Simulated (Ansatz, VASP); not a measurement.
**Si: VASP beside Ansatz**

```
Si
1.0
     0.00000    2.71356    2.71356
     2.71356    0.00000    2.71356
     2.71356    2.71356    0.00000
Si
2
Cartesian
  4.0703 4.0703 4.0703
  2.7136 2.7136 2.7136
```

Alike in both runs: task single point; functional PBE; k mesh 8 × 8 × 8; no spin polarisation.

```csv
,VASP,Ansatz
version,VASP 6.6.1,Ansatz 0.2.0
potentials or method,"VASP PAW PBE potentials, release 64 (Si)","scalar-relativistic, plane waves, PAW"
plane-wave cutoff (eV),520,420
occupations,"gaussian, width 0.01 eV",fixed
valence electrons in the cell,8,8
```

|  | VASP | Ansatz | Ansatz less VASP |
| --- | --- | --- | --- |
| gap on the k mesh at the Fermi level (eV) | 0.61 | 0.61 | -0.003 |
| least direct gap on the mesh (eV) | 2.57 | 2.56 | -0.005 |
